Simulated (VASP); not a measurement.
Crystal: SrCl2.

```
CELL_PARAMETERS angstrom
0.00000 3.46494 3.46494
3.46494 0.00000 3.46494
3.46494 3.46494 0.00000
ATOMIC_POSITIONS crystal
Sr 0.00000 0.00000 0.00000
Cl 0.75000 0.75000 0.75000
Cl 0.25000 0.25000 0.25000
```

Base run:

```yaml
Program: VASP 6.6.1
Functional: LDA
Potentials_or_basis: VASP PAW LDA potentials, release 64 (Sr_sv, Cl)
Cutoff: 520 eV
k_mesh: 7 × 7 × 7
Occupations: fermi-dirac, width 0.05 eV
Spin: no spin polarisation
```

Its results: band gap on the k mesh 5.00 eV (least direct gap 5.32 eV); pressure -2.1 GPa.

Q: The run is repeated on the same cell with these changes: functional from LDA to PBEsol; potentials or basis from VASP PAW LDA potentials, release 64 (Sr_sv, Cl) to VASP PAW PBE potentials, release 64 (Sr_sv, Cl). What comes out?

A: Band gap on the k mesh 5.24 eV (least direct gap 5.56 eV); pressure -0.2 GPa.

Caveats: an odd mesh through Γ misses points on the zone boundary, where band edges can lie; the PAW data sets were made with another functional, which shifts forces and pressure a little (at least some runs).
